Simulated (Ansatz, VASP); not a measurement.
**Two plane-wave programs on PbF2**

File INCAR:

```
SYSTEM = PbF2
PREC = Accurate
ENCUT = 520
EDIFF = 1E-7
ISMEAR = 0
SIGMA = 0.05
LREAL = .FALSE.
LASPH = .TRUE.
NELM = 60
ALGO = Normal
ISIF = 2
LWAVE = .FALSE.
LCHARG = .TRUE.
GGA = PS
LELF = .TRUE.
LVHAR = .TRUE.
NBANDS = 21
```

KPOINTS

```
Automatic mesh
0
G
  8 8 8
  0 0 0
```

Contents of POSCAR:

```
PbF2
1.0
    0.1299309375      2.9698500000      2.9698500000
    3.0997809375      0.0000000000      3.0997809375
    2.9698500000      2.9698500000      0.1299309375
Pb F
1 2
Direct
    0.0000000000      0.0000000000      0.0000000000
    0.2500000000      0.2500000000      0.2500000000
    0.7500000000      0.7500000000      0.7500000000
```

Input for Ansatz:

```yaml
crystal:
  lattice:
    - [0.1299309375, 2.96985, 2.96985]
    - [3.0997809375, 0.0, 3.0997809375]
    - [2.96985, 2.96985, 0.1299309375]
  atoms:
    - { symbol: Pb, position: [0.0, 0.0, 0.0] }
    - { symbol: F, position: [0.25, 0.25, 0.25] }
    - { symbol: F, position: [0.75, 0.75, 0.75] }
basis:
  ecutwfc: 420
kpoints:
  mp_grid: { grid: [8, 8, 8] }
hamiltonian:
  xc: pbesol
scf:
  occupations: { method: gaussian, width: 0.05 }
output:
  forces: true
  stress: true
  eigenvalues: true
```

Change from the starting cell: strain +0.0875 x Voigt [0, 0, 0, 0, 1, 0], atoms carried along.

Alike in both runs: task single point; functional PBEsol; k mesh 8 × 8 × 8; occupations gaussian, width 0.05 eV; no spin polarisation.

|  | VASP | Ansatz |
| --- | --- | --- |
| version | VASP 6.6.1 | Ansatz 0.2.0 |
| potentials or method | VASP PAW PBE potentials, release 64 (Pb_d, F), cutoff 520 eV | scalar-relativistic, plane waves, PAW |
| valence electrons in the cell | 28 | 28 |

VASP gave:

* gap on the k mesh at the Fermi level (eV): 4.21
* least direct gap on the mesh (eV): 4.40
* pressure (GPa): -1.0
* traceless stress, the component that is largest in VASP (GPa): -2.65
* rms of the force components (eV/Å): 0.099

Q: What did Ansatz give for the same quantities?

A: gap on the k mesh at the Fermi level (eV): 4.22; least direct gap on the mesh (eV): 4.40; pressure (GPa): -0.8; traceless stress, the component that is largest in VASP (GPa): -2.61; rms of the force components (eV/Å): 0.097.

VASP's potentials were made for PBE, not for PBEsol. Atom by atom the forces differ by 0.002 eV/Å (rms over components). The functional is the same, so the differences come from potentials, cutoffs and numerics.

Neither program's run includes spin-orbit coupling.
